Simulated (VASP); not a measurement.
# C in VASP: notebook

Runs on C. Level: PBE+D3(BJ). Tasks: single point.

Program: VASP 6.6.1. These are calculated values, not measurements. Logs are shortened: lines on timing, memory, paths and dates and some standing lists are left out, and cuts for length are marked.

## Step 1: The cell of the first run

The cell holds a slab with vacuum, 2 atoms: a = 2.456 Å, b = 2.456 Å, c = 17.000 Å, α = 90.00°, β = 90.00°, γ = 120.00°.

## Step 2: Single point, PBE+D3(BJ)

Contents of INCAR:

```
SYSTEM = C
ALGO     = Normal         ! electronic algorithm
DIPOL    = 0.5 0.5 0.500
EDIFF    = 1E-6           ! SCF threshold, eV
ENCUT    = 520            ! plane-wave cutoff, eV
GGA      = PE             ! functional
IDIPOL   = 3            
ISIF     = 2              ! what is computed and relaxed
ISMEAR   = 0              ! smearing method
IVDW     = 12             ! dispersion correction
LASPH    = .True.         ! aspherical terms in the spheres
LCHARG   = .False.        ! write CHGCAR
LDIPOL   = .True.       
LREAL    = .False.        ! projectors in reciprocal space
LWAVE    = .False.        ! write WAVECAR
NBANDS   = 11             ! bands
NELM     = 100            ! most SCF steps
PREC     = Accurate       ! precision mode
SIGMA    = 0.05           ! smearing width, eV
```

Contents of KPOINTS:

```
k-points
0
Gamma
  15 15 1
  0 0 0
```

Contents of POSCAR:

```
C
1.0
    2.4560959400      0.0000000000      0.0000000000
   -1.2280479700      2.1270618200      0.0000000000
    0.0000000000      0.0000000000     17.0000000000
C
2
Direct
    0.0833794600      0.1667589200      0.5000000000
    0.4166205400      0.8332410800      0.5000000000
```

Potentials or basis: VASP PAW PBE potentials, release 64 (C).

Command:

```bash
> cat potpaw_PBE.64/C/POTCAR > POTCAR
> mpirun -np 1 vasp_std > vasp.out
```

OUTCAR:

```text
SYSTEM = C
   EDIFF = 1E-6
   ENCUT = 520
   GGA = PE
   ISIF = 2
   ISMEAR = 0
   IVDW = 12
   LASPH = .True.
   LREAL = .False.
   NELM = 100
   PREC = Accurate
 IVDW          = 12

 ion  position               nearest neighbor table
   1  0.083  0.167  0.500-   2 1.42   2 1.42   2 1.42
   2  0.417  0.833  0.500-   1 1.42   1 1.42   1 1.42

  LATTYP: Found a hexagonal cell.
 ALAT       =     2.4560959400
 C/A-ratio  =     6.9215537240

  Lattice vectors:

 A1 = (   2.4560959400,   0.0000000000,   0.0000000000)
 A2 = (  -1.2280479700,   2.1270618200,   0.0000000000)
 A3 = (   0.0000000000,   0.0000000000,  17.0000000000)

Analysis of symmetry for initial positions (statically):
=====================================================================
 Subroutine PRICEL returns:
 Original cell was already a primitive cell.

 Routine SETGRP: Setting up the symmetry group for a
 hexagonal supercell.

 Subroutine GETGRP returns: Found  8 space group operations
 (whereof  4 operations were pure point group operations)
 out of a pool of 24 trial point group operations.

The static configuration has the point symmetry C_2v.
 The point group associated with its full space group is D_2h.

Analysis of symmetry for dynamics (positions and initial velocities):
=====================================================================
 Subroutine PRICEL returns:
 Original cell was already a primitive cell.

 Routine SETGRP: Setting up the symmetry group for a
 hexagonal supercell.

 Subroutine GETGRP returns: Found  8 space group operations
 (whereof  4 operations were pure point group operations)
 out of a pool of 24 trial point group operations.

The dynamic configuration has the point symmetry C_2v.
 The point group associated with its full space group is D_2h.

 Subroutine INISYM returns: Found  8 space group operations
 (whereof  4 operations are pure point group operations),
 and found     1 'primitive' translations

----------------------------------------------------------------------------------------

                                     Primitive cell

  volume of cell :      88.8126

  direct lattice vectors                    reciprocal lattice vectors
     2.456095940  0.000000000  0.000000000     0.407150219  0.235066041  0.000000000
    -1.228047970  2.127061820  0.000000000     0.000000000  0.470132081  0.000000000
     0.000000000  0.000000000 17.000000000     0.000000000  0.000000000  0.058823529

  length of vectors
     2.456095940  2.456113557 17.000000000     0.470135453  0.470132081  0.058823529

  position of ions in fractional coordinates (direct lattice)
     0.083379460  0.166758920  0.500000000
     0.416620540  0.833241080  0.500000000
[... 94 lines left out ...]
   IALGO  =     38    algorithm
   IMIX   =      4    mixing-type and parameters
     AMIX     =   0.40;   BMIX     =  1.00
     AMIX_MAG =   1.60;   BMIX_MAG =  1.00
  volume/ion in A,a.u.               =      44.41       299.67
  Fermi-wavevector in a.u.,A,eV,Ry     =   0.733860  1.386795  7.327430  0.538551
  Thomas-Fermi vector in A             =   1.826672
   LORBIT       =      0    0 simple, 1 ext, 2 COOP (PROOUT), +10 PAW based schemes
   GGA     = PE    functional components
   LHFCALC =     F    Hartree Fock is set to
   AEXX    =    0.0000 exact exchange contribution
   IVDW    =    12    specifies the selected vdW correction
   LEPSILON=     F    determine dielectric tensor
   LRPA    =     F    only Hartree local field effects (RPA)
 non-spin polarized calculation
 Gauss-broadening in eV      SIGMA  =   0.05
  energy-cutoff  :      520.00
  volume of cell :       88.81
 maximum number of plane-waves:      2428
   NGX =  9   NGY =  9   NGZ = 63

 number of electron       7.9999997 magnetization

 dipolmoment           0.000000      0.000000     -0.000000 electrons x Angstroem

 Free energy of the ion-electron system (eV)
  ---------------------------------------------------
  ext. energy  EPLUGINS =         0.00000000
  ---------------------------------------------------
  free energy    TOTEN  =       -18.44528786 eV

  energy without entropy =      -18.44478765  energy(sigma->0) =      -18.44503775

 E-fermi :  -2.4355     XC(G=0):  -2.5560

 val. band max:       -2.4380543309   @ k =   0.3333   0.3333   0.0000
 cond. band min:      -2.4329646675   @ k =   0.3333   0.3333   0.0000
 fundamental gap:      0.0050896634
 Fermi energy:        -2.4355094992

 k-point     1 :       0.0000    0.0000    0.0000
  band No.  band energies     occupation
      1     -22.0550      2.00000
      2     -10.1342      2.00000
      3      -5.4827      2.00000
      4      -5.4710      2.00000
      5       0.7816      0.00000
      6       1.6227      0.00000
      7       2.0320      0.00000
      8       3.4567      0.00000
      9       4.0294      0.00000
     10       5.9413      0.00000
     11       5.9564      0.00000
[... 309 lines left out ...]
 k-point    24 :       0.2667    0.0667    0.0000
  band No.  band energies     occupation
      1     -19.8618      2.00000
      2     -11.2001      2.00000
      3      -8.3127      2.00000
      4      -7.5645      2.00000
      5       3.3691      0.00000
      6       3.7929      0.00000
      7       4.6859      0.00000
      8       5.1156      0.00000
      9       5.9607      0.00000
     10       6.4973      0.00000
     11       7.0895      0.00000

 [... further k-points ...]

------------------------ aborting loop because EDIFF is reached ----------------------------------------

 vacuum level on the upper side and lower side of the slab       (xc-potential included)        -0.218        -0.218

 Edisp (eV)   -0.17759

 E8    (eV) :    -0.0555

  FORCE on cell =-STRESS in cart. coord.  units (eV):
  Direction    XX          YY          ZZ          XY          YZ          ZX
  --------------------------------------------------------------------------------------
  -------------------------------------------------------------------------------------
  Total       0.63940     0.63597    -0.01159     0.00000     0.00000     0.00000
  in kB      11.53483    11.47285    -0.20901     0.00000     0.00000     0.00000
  external pressure =        7.60 kB  Pullay stress =        0.00 kB

 VOLUME and BASIS-vectors are now :
 -----------------------------------------------------------------------------
  energy-cutoff  :      520.00
  volume of cell :       88.81
      direct lattice vectors                 reciprocal lattice vectors
     2.456095940  0.000000000  0.000000000     0.407150219  0.235066041  0.000000000
    -1.228047970  2.127061820  0.000000000     0.000000000  0.470132081  0.000000000
     0.000000000  0.000000000 17.000000000     0.000000000  0.000000000  0.058823529

 POSITION                                       TOTAL-FORCE (eV/Angst)
 -----------------------------------------------------------------------------------
      0.00000      0.35471      8.50000        -0.000000     -0.015261      0.000000
     -0.00000      1.77236      8.50000         0.000000      0.015261      0.000000
 -----------------------------------------------------------------------------------
    total drift:                                0.000000     -0.000000     -0.000000

  FREE ENERGIE OF THE ION-ELECTRON SYSTEM (eV)
  ---------------------------------------------------
  free  energy   TOTEN  =       -18.6228768619 eV

  energy  without entropy=      -18.6223766575  energy(sigma->0) =      -18.62262676

 vacuum level on the upper side and lower side of the slab         1.663         1.663
```

OSZICAR:

```text
N       E                     dE             d eps       ncg     rms          rms(c)
DAV:   1     0.498845700404E+02    0.49885E+02   -0.33384E+03  1424   0.532E+02
DAV:   2    -0.151683798896E+02   -0.65053E+02   -0.55931E+02  1952   0.125E+02
DAV:   3    -0.197210864622E+02   -0.45527E+01   -0.45425E+01  2026   0.393E+01
DAV:   4    -0.197653816253E+02   -0.44295E-01   -0.44274E-01  1921   0.435E+00
DAV:   5    -0.197658605214E+02   -0.47890E-03   -0.47878E-03  2082   0.373E-01    0.641E+00
DAV:   6    -0.188178533311E+02    0.94801E+00   -0.82811E-01  1752   0.504E+00    0.378E+00
DAV:   7    -0.184537654739E+02    0.36409E+00   -0.11586E+00  1723   0.588E+00    0.987E-01
DAV:   8    -0.184469772727E+02    0.67882E-02   -0.24172E-02  1760   0.959E-01    0.111E-01
DAV:   9    -0.184458057303E+02    0.11715E-02   -0.89385E-04  1795   0.167E-01    0.805E-02
DAV:  10    -0.184437277779E+02    0.20780E-02   -0.36076E-03  1655   0.228E-01    0.669E-02
DAV:  11    -0.184441828066E+02   -0.45503E-03   -0.13553E-04  1600   0.610E-02    0.549E-02
DAV:  12    -0.184445518707E+02   -0.36906E-03   -0.12660E-04  1477   0.563E-02    0.251E-02
DAV:  13    -0.184448983019E+02   -0.34643E-03   -0.30167E-05  1478   0.203E-02    0.116E-02
DAV:  14    -0.184451556320E+02   -0.25733E-03   -0.47095E-05  1571   0.204E-02    0.711E-03
DAV:  15    -0.184452642793E+02   -0.10865E-03   -0.14718E-05  1589   0.124E-02    0.430E-03
DAV:  16    -0.184452724312E+02   -0.81519E-05   -0.51452E-07  1695   0.393E-03    0.300E-03
DAV:  17    -0.184452870787E+02   -0.14648E-04   -0.44655E-07  1445   0.270E-03    0.616E-04
DAV:  18    -0.184452878571E+02   -0.77840E-06   -0.82214E-09  1662   0.497E-04
   1 F= -.18622877E+02 E0= -.18622627E+02  d E =-.500204E-03
```

stdout:

```text
POSCAR found type information on POSCAR C
 POSCAR found :  1 types and       2 ions
 scaLAPACK will be used
 LDA part: xc-table for (Slater+PW92), standard interpolation
 POSCAR, INCAR and KPOINTS ok, starting setup
 FFT: planning ... GRIDC
 FFT: planning ... GRID_SOFT
 FFT: planning ... GRID
 WAVECAR not read
 entering main loop
```

Run time: 35 s. Hardware: 1 thread of AMD EPYC 9R45 (Zen 5), shared host; peak memory 0.18 GiB.

Results:

```
Free energy                : -18.6229 eV
Largest force              : 0.015 eV/Å
Dispersion energy per atom : -0.089 eV
```

Forces in eV/Å, atoms in the order of the input:
```
C    0.000 -0.015  0.000
C    0.000  0.015  0.000
```

## Step 3: Single point, PBE+D3(BJ)

This run uses another cell than the first one, of 44.75 Å³/atom, 1.008 times its volume.

Contents of INCAR:

```
SYSTEM = C
PREC = Accurate ; ENCUT = 520
EDIFF = 1E-6 ; ISMEAR = 0
SIGMA = 0.05 ; LREAL = .FALSE.
LASPH = .TRUE. ; NELM = 100
ALGO = Normal ; ISIF = 2
LWAVE = .FALSE. ; LCHARG = .FALSE.
LDIPOL = .TRUE. ; IDIPOL = 3
DIPOL = 0.5 0.5 0.500 ; GGA = PE
IVDW = 12 ; NBANDS = 11
```

Contents of KPOINTS:

```
Automatic mesh
0
G
  15 15 1
  0 0 0
```

Contents of POSCAR:

```
C
1.0
    2.4658130450      0.0000000000      0.0000000000
   -1.2329065225      2.1352789009      0.0000000000
    0.0000000000      0.0000000000     17.0000000000
C
2
Direct
    0.0833461885      0.1666923770      0.5000000000
    0.4166538115      0.8333076230      0.5000000000
```

Potentials or basis: VASP PAW PBE potentials, release 64 (C).

Command:

```bash
> cat potpaw_PBE.64/C/POTCAR > POTCAR
> mpirun -np 1 vasp_std > vasp.out
```

Run time: 36 s. Hardware: 1 thread of AMD EPYC 9R45 (Zen 5), shared host; peak memory 0.18 GiB.

It converged, with:

- Free energy: -18.6258 eV
- Largest force: 0.004 eV/Å
- Dispersion energy per atom: -0.089 eV

Forces on the atoms (eV/Å):
```
C    0.000 -0.004  0.000
C    0.000  0.004  0.000
```

Levels at points of the mesh, in eV from the Fermi level:
| k point | band 2 | band 3 | band 4 | band 5 | band 6 | band 7 |
| --- | --- | --- | --- | --- | --- | --- |
| (0.00, 0.00, 0.00) | -7.62 | -3.05 | -3.04 | 3.25 | 4.09 | 4.50 |
